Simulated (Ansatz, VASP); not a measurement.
## HfO2: VASP beside Ansatz

```
Hf O
1.0
     4.81776    0.00000    0.00000
     0.00000    4.81776    0.00000
     0.00000    0.00000    3.39771
Hf O
2 4
Cartesian
  2.4089 2.4089 1.6989
  0.0000 0.0000 0.0000
  3.3301 3.3301 0.0000
  3.8965 0.9212 1.6989
  1.4876 1.4876 0.0000
  0.9212 3.8965 1.6989
```

Alike in both runs: task single point; functional PBEsol; k mesh 4 × 4 × 6; occupations gaussian, width 0.1 eV; no spin polarisation.

|  | VASP | Ansatz |
| --- | --- | --- |
| version | VASP 6.6.1 | Ansatz 0.2.0 |
| potentials or method | VASP PAW PBE potentials, release 64 (Hf_pv, O), cutoff 520 eV | scalar-relativistic, plane waves, PAW |
| valence electrons in the cell | 44 | 76 |

Ansatz gave:

- gap on the k mesh at the Fermi level (eV): 3.66
- least direct gap on the mesh (eV): 3.66
- pressure (GPa): -12.1
- traceless stress, the component that is largest in VASP (GPa): -10.74
- rms of the force components (eV/Å): 0.067

**Question.** Which values does VASP return?

**Answer.** gap on the k mesh at the Fermi level (eV): 3.61; least direct gap on the mesh (eV): 3.61; pressure (GPa): -14.6; traceless stress, the component that is largest in VASP (GPa): -11.30; rms of the force components (eV/Å): 0.056.

VASP's potentials were made for PBE, not for PBEsol. Atom by atom the forces differ by 0.012 eV/Å (rms over components). VASP's potentials hold 44 valence electrons a cell and Ansatz's 76, so a difference there can come from the potentials and not from the codes.

Spin-orbit coupling is off throughout.
